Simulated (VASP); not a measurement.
Runs of VASP 6.6.1 on CoSi. The structure is that of space group Pm-3m (No. 221), or close to it. The cells are those of the table. 

| cell | gap on the mesh (eV) | pressure (GPa) | moment (μB) |
| --- | --- | --- | --- |
| a = 2.814 Å, 2 atoms | none | -5.6 | 0.66 |
| a = 2.758 Å, 2 atoms | none | 6.2 | 0.54 |
| a = 2.841 Å, 2 atoms | none | (a) | 0.69 |
| a = 2.786 Å, 2 atoms | none | (c) | 0.61 |
| a = 2.729 Å, 2 atoms | none | 14.1 | (b) |

Alike in all rows: task single point; level PBE; potentials or basis VASP PAW PBE potentials, release 64 (Co, Si); spin collinear, ferromagnetic start; k mesh 16 × 16 × 16; cutoff (eV) 520; smearing gaussian 0.1 eV.

Q: Fill in the values left out.

A: (a) -10.4; (b) 0.47; (c) -0.2.

Caveats: the cell stands under tension (at least some runs); the cell stands under pressure (at least some runs).

A gap of «none» marks levels without a gap at the run's occupations.
